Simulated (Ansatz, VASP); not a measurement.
**Two plane-wave programs on SiC3**

```xyz
4
Lattice="1.4154 0.8172 4.6701 -1.4154 0.8172 4.6701 0.0000 -1.6344 4.6701" Properties=species:S:1:pos:R:3 pbc="T T T"
C     1.4154    0.8172    4.7855
C     0.0000    0.0000    6.8504
C     0.0000    0.0000    5.3123
Si    0.0000    0.0000   12.2397
```

Alike in both runs: task single point; functional r2SCAN; k mesh 10 × 10 × 10; no spin polarisation.

|  | VASP | Ansatz |
| --- | --- | --- |
| version | VASP 6.6.1 | Ansatz 0.2.0 |
| potentials or method | VASP PAW PBE potentials, release 64 (C, Si) | plane waves, PAW |
| plane-wave cutoff (eV) | 520 | 500 |
| occupations | gaussian, width 0.01 eV | fixed |
| valence electrons in the cell | 16 | 16 |

|  | VASP | Ansatz | Ansatz less VASP |
| --- | --- | --- | --- |
| gap on the k mesh at the Fermi level (eV) | 1.88 | 1.88 | -0.006 |
| pressure (GPa) | 0.0 | 0.0 | -0.03 |
| traceless stress, the component that is largest in VASP (GPa) | -0.13 | 0.00 | +0.130 |
| rms of the force components (eV/Å) | 0.027 | 0.000 | -0.0272 |

VASP's potentials were made for PBE, not for r2SCAN. Atom by atom the forces differ by 0.027 eV/Å (rms over components).
